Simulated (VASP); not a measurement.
# LiMg: single point with LDA

The system is LiMg.

```
Li Mg
1.0
     4.77797    0.00000    0.00000
     0.00000    3.24869    0.00000
     0.00000    0.00000    4.79871
Li Mg
2 2
Direct
  0.75000 0.00000 0.25712
  0.25000 0.00000 0.74288
  0.25000 0.50000 0.24387
  0.75000 0.50000 0.75613
```

| Property | Result |
| --- | --- |
| Program | VASP 6.6.1 |
| Task | single point |
| Functional | LDA |
| Potentials or basis | VASP PAW LDA potentials, release 64 (Li_sv, Mg) |
| Cutoff | 520 eV |
| k mesh | 5 × 7 × 5 |
| Occupations | fermi-dirac, width 0.05 eV |
| Spin | no spin polarisation |

The largest force is 0.020 eV/Å and the band gap on the k mesh is zero (bands 5 and 6 overlap by 3.00 eV).

Forces in eV/Å, atoms in the order of the input:
```
Li   0.000  0.000 -0.020
Li   0.000  0.000  0.020
Mg   0.000  0.000  0.007
Mg   0.000  0.000 -0.007
```

Levels at points of the mesh, in eV from the Fermi level:
```tsv
k point	band 1	band 2	band 3	band 4	band 5	band 6	band 7	band 8	band 9	band 10
(0.00, 0.00, 0.00)	-45.20	-45.19	-5.83	-0.86	-0.82	0.07	2.15	4.85	4.89	5.80
```

It took 31 s on 1 thread of Intel Xeon 8259CL, with other jobs on the host, peak memory 0.17 GiB.
